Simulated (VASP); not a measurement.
The system is Na3Rh.

```
Na Rh
1.0
     4.18461    0.00000    0.00000
     0.00000    4.18461    0.00000
     0.00000    0.00000    4.18461
Na Rh
3 1
Direct
  0.00000 0.50000 0.50000
  0.50000 0.00000 0.50000
  0.50000 0.50000 0.00000
  0.00000 0.00000 0.00000
```

| Quantity | Value |
| --- | --- |
| Program | VASP 6.6.1 |
| Task | relaxation of cell and atoms |
| Functional | PBE |
| Potentials or basis | VASP PAW PBE potentials, release 64 (Na_sv, Rh_sv_GW) |
| Cutoff | 1130 eV |
| k mesh | 4 × 4 × 4 |
| Occupations | gaussian, width 0.1 eV |
| Spin | no spin polarisation |

At the start: pressure 7.4 GPa; volume 18.32 Å³/atom.

Problem. Where does the relaxation end?

Solution. Over 4 steps the energy falls by 74.2 meV/atom and the volume is 22.18 Å³/atom (+21.1 %); space group Pm-3m (No. 221, to 0.1 Å) before and after.

Step by step:
```
step  energy change (eV)  largest force (eV/Å)  pressure (GPa)  volume (Å³)
   1              0.0000                0.0000            7.41        73.28
   2             -0.2614                0.0000            2.06        82.63
   3             -0.2934                0.0000           -0.54        90.52
   4             -0.2969                0.0000           -0.06        88.71
```

Final structure:
```
Na Rh
1.0
     4.45983    0.00000    0.00000
     0.00000    4.45983    0.00000
     0.00000    0.00000    4.45983
Na Rh
3 1
Cartesian
  0.0000 2.2299 2.2299
  2.2299 0.0000 2.2299
  2.2299 2.2299 0.0000
  0.0000 0.0000 0.0000
```

Caveat: the k points lie up to 0.35 Å⁻¹ apart in the final cell, too coarse for converged energies and pressures of a metal; the volume moved by over 15 % at a fixed basis, so the end points are rough.
